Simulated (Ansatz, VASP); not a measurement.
**CdS in VASP and in Ansatz**

Contents of POSCAR:

```
CdS
1.0
    0.0000000000      2.8792130994      2.8792130994
    2.8792130994      0.0000000000      2.8792130994
    2.8792130994      2.8792130994      0.0000000000
Cd S
1 1
Direct
    0.0000000000      0.0000000000      0.0000000000
    0.2500000000      0.2500000000      0.2500000000
```

INCAR.step1

```
  PREC = Accurate
  ENCUT = 520
  ISMEAR = 0
  SIGMA = 0.01
  LREAL = F
  LASPH = T
  NELM = 100
  NBANDS = 16
  GGA = PE
  ALGO = Normal
  EDIFF = 1E-4
  LWAVE = T
  LCHARG = F
```

Contents of INCAR.step2:

```
  PREC = Accurate
  ENCUT = 520
  EDIFF = 1E-7
  ISMEAR = 0
  SIGMA = 0.01
  LREAL = F
  LASPH = T
  NELM = 100
  ALGO = Normal
  ISIF = 2
  LWAVE = F
  LCHARG = F
  METAGGA = R2SCAN
  LMIXTAU = T
  NBANDS = 16
  ISTART = 1
```

Contents of KPOINTS:

```
regular mesh
0
Gamma
  6 6 6
```

Input for Ansatz:

```yaml
crystal:
  lattice:
    - [0.0, 2.8792130994, 2.8792130994]
    - [2.8792130994, 0.0, 2.8792130994]
    - [2.8792130994, 2.8792130994, 0.0]
  atoms:
    - { symbol: Cd, position: [0.0, 0.0, 0.0] }
    - { symbol: S, position: [0.25, 0.25, 0.25] }
kpoints:
  mp_grid: { grid: [6, 6, 6] }
hamiltonian:
  xc: r2scan
scf:
  occupations: { method: fixed }
  n_extra_bands: 4
output:
  forces: true
  stress: true
  eigenvalues: true
```

Alike in both runs: task single point; functional r2SCAN; k mesh 6 × 6 × 6; no spin polarisation.

|  | VASP | Ansatz |
| --- | --- | --- |
| version | VASP 6.6.1 | Ansatz 0.2.0 |
| potentials or method | VASP PAW PBE potentials, release 64 (Cd, S) | plane waves, PAW |
| plane-wave cutoff (eV) | 520 | 500 |
| occupations | gaussian, width 0.01 eV | fixed |
| valence electrons in the cell | 18 | 26 |

```csv
,VASP,Ansatz,Ansatz less VASP
gap on the k mesh at the Fermi level (eV),1.68,1.68,+0.001
pressure (GPa),4.7,4.3,-0.40
```

VASP's potentials were made for PBE, not for r2SCAN. VASP's potentials hold 18 valence electrons a cell and Ansatz's 26, so a difference there can come from the potentials and not from the codes.
